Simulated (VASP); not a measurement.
Input of a VASP 6.6.1 run:

The input INCAR:

```
PREC = Accurate
ENCUT = 520
EDIFF = 1E-6
ISMEAR = 0
SIGMA = 0.1
LREAL = False
LASPH = True
NELM = 100
ALGO = Normal
ISIF = 2
LWAVE = False
LCHARG = True
GGA = PE
LELF = True
LVHAR = True
NBANDS = 26
```

Contents of KPOINTS:

```
Automatic mesh
0
Gamma
  4 4 4
```

The input POSCAR:

```
KIr3
1.0
   -2.8024630800      2.8024630800      2.8024630800
    2.8024630800     -2.8024630800      2.8024630800
    2.8024630800      2.8024630800     -2.8024630800
K Ir
1 3
Direct
    0.0000000000      0.0000000000      0.0000000000
    0.0000000000      0.5000000000      0.5000000000
    0.5000000000      0.0000000000      0.5000000000
    0.5000000000      0.5000000000      0.0000000000
```

Potentials or basis: VASP PAW PBE potentials, release 64 (K_sv, Ir).

The run is started by

```console
$ cat potpaw_PBE.64/K_sv/POTCAR potpaw_PBE.64/Ir/POTCAR > POTCAR
$ mpirun -np 1 vasp_std > vasp.out
```

(1) What does it give for the band gap on the k mesh?

(2) What does it give for the pressure?

## Answers

(1) zero (bands 18 and 19 overlap by 1.21 eV).

(2) -10.5 GPa.

Caveat: the k points lie up to 0.40 Å⁻¹ apart, too coarse for converged energies and pressures of a metal; spin-orbit coupling is left out, which moves the levels of the heavy elements.
